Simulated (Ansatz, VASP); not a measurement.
**One calculation of CoO, two programs**

```xyz
2
Lattice="1.5281 0.8822 2.2147 -1.5281 0.8822 2.2147 0.0000 -1.7644 2.2147" Properties=species:S:1:pos:R:3 pbc="T T T"
Co    0.0000    0.0000    0.0000
O     0.0000    0.0000    3.3221
```

Alike in both runs: functional PBEsol; k mesh 18 × 18 × 18; occupations gaussian, width 0.1 eV; collinear spin.

Ansatz relaxed the structure, and its values are those at the end. VASP's run is a single point on that final structure, the one shown.

|  | VASP | Ansatz |
| --- | --- | --- |
| version | VASP 6.6.1 | Ansatz 0.2.0 |
| potentials or method | VASP PAW PBE potentials, release 64 (Co_sv, O), cutoff 600 eV | scalar-relativistic, plane waves, PAW |
| valence electrons in the cell | 23 | 23 |

```tsv
	VASP	Ansatz	Ansatz less VASP
gap on the k mesh at the Fermi level (eV)	none	none	-
pressure (GPa)	-2.6	0.0	+2.58
net moment per atom (μB)	1.35	1.36	+0.007
size of the moment on the site where the two differ most (μB)	2.35	2.32	-0.032
```

VASP's potentials were made for PBE, not for PBEsol. Site moments also hang on the region over which each program counts them. A gap of «none» marks a metal or a gap that the smearing closes.
